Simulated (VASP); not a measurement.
Crystal: Rh.

```
Rh
1.0
     0.00000    2.50645    2.50645
     2.50645    0.00000    2.50645
     2.50645    2.50645    0.00000
Rh
2
Direct
  0.50000 0.50000 0.50000
  0.75000 0.75000 0.75000
```

- Program: VASP 6.6.1
- Task: relaxation of cell and atoms
- Functional: PBEsol
- Potentials or basis: VASP PAW PBE potentials, release 64 (Rh_pv)
- Cutoff: 500 eV
- k mesh: 6 × 6 × 6
- Occupations: gaussian, width 0.1 eV
- Spin: no spin polarisation

At the start: pressure 66.2 GPa; volume 15.75 Å³/atom.

How do energy, volume and symmetry change on relaxing?

Over 5 steps the energy falls by 688.2 meV/atom and the volume is 19.92 Å³/atom (+26.5 %); space group Fd-3m (No. 227, to 0.05 Å).

The path:
```csv
step,energy change (eV),largest force (eV/Å),pressure (GPa),volume (Å³)
1,0.0000,0.0000,66.17,31.49
2,2.2265,0.0000,-18.85,71.40
3,-1.3242,0.0000,-7.33,42.03
4,-1.3707,0.0000,-2.61,40.56
5,-1.3765,0.0000,0.11,39.84
```

Final structure:
```cif
data_structure
_symmetry_space_group_name_H-M 'P 1'
_symmetry_Int_Tables_number 1
_cell_length_a 3.8335
_cell_length_b 3.8335
_cell_length_c 3.8335
_cell_angle_alpha 60.000
_cell_angle_beta 60.000
_cell_angle_gamma 60.000
_cell_volume 39.84
loop_
_atom_site_label
_atom_site_type_symbol
_atom_site_fract_x
_atom_site_fract_y
_atom_site_fract_z
_atom_site_occupancy
Rh1 Rh 0.50000 0.50000 0.50000 1
Rh2 Rh 0.75000 0.75000 0.75000 1
```

Caveat: the k points lie up to 0.33 Å⁻¹ apart in the final cell; the volume moved by over 15 % at a fixed basis, so the end points are rough; the PAW data sets were made with another functional, which shifts forces and pressure a little.
